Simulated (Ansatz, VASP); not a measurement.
**One calculation of Li, two programs**

```xyz
19
Lattice="6.2654 2.0885 4.1770 -6.2654 -2.0885 4.1770 2.0885 -6.2654 -4.1770" Properties=species:S:1:pos:R:3 pbc="T T T"
Li    0.0133   -6.2279   -2.0885
Li    4.1578   -4.1542   -0.0532
Li   -2.1077   -6.2427    0.0532
Li    0.0192   -4.1998   -0.0532
Li    2.0657   -2.1077   -0.0532
Li    0.0977   -6.2626    2.0885
Li    2.0885   -4.1770    2.0885
Li    4.0793   -2.0913    2.0885
Li    0.0228    0.0192    0.0532
Li   -2.1018   -4.2145    2.0885
Li    0.0029   -2.1861    2.0885
Li    2.0510    0.0133    2.0885
Li    0.0192   -4.1998    4.2302
Li    2.0657   -2.1077    4.2302
Li    4.1770    0.0000    4.1770
Li   -2.0885   -2.0885    4.1770
Li    2.1113   -6.2463   -0.0532
Li    0.0375   -2.1018    6.2654
Li    2.0856    0.0977    6.2654
```

Change from the starting cell: Li vacancy after atom 1 has jumped, atoms relaxed.

Alike in both runs: functional PBE; dispersion D3(BJ); k mesh 4 × 4 × 4; occupations gaussian, width 0.1 eV; no spin polarisation.

Ansatz relaxed the structure, and its values are those at the end. VASP's run is a single point on that final structure, the one shown.

|  | VASP | Ansatz |
| --- | --- | --- |
| version | VASP 6.6.1 | Ansatz 0.2.0 |
| potentials or method | VASP PAW PBE potentials, release 64 (Li_sv), cutoff 520 eV | scalar-relativistic, plane waves, PAW |
| valence electrons in the cell | 57 | 57 |

Ansatz gave:

* gap on the k mesh at the Fermi level (eV): none
* rms of the force components (eV/Å): 0.003

Q: Which values does VASP return?

A: gap on the k mesh at the Fermi level (eV): none; rms of the force components (eV/Å): 0.005.

A gap of «none» marks a metal or a gap that the smearing closes. Ansatz's warnings: stress scf threshold loose.

Noted on VASP's run: the cutoff is short for stress, so the pressure is rough.
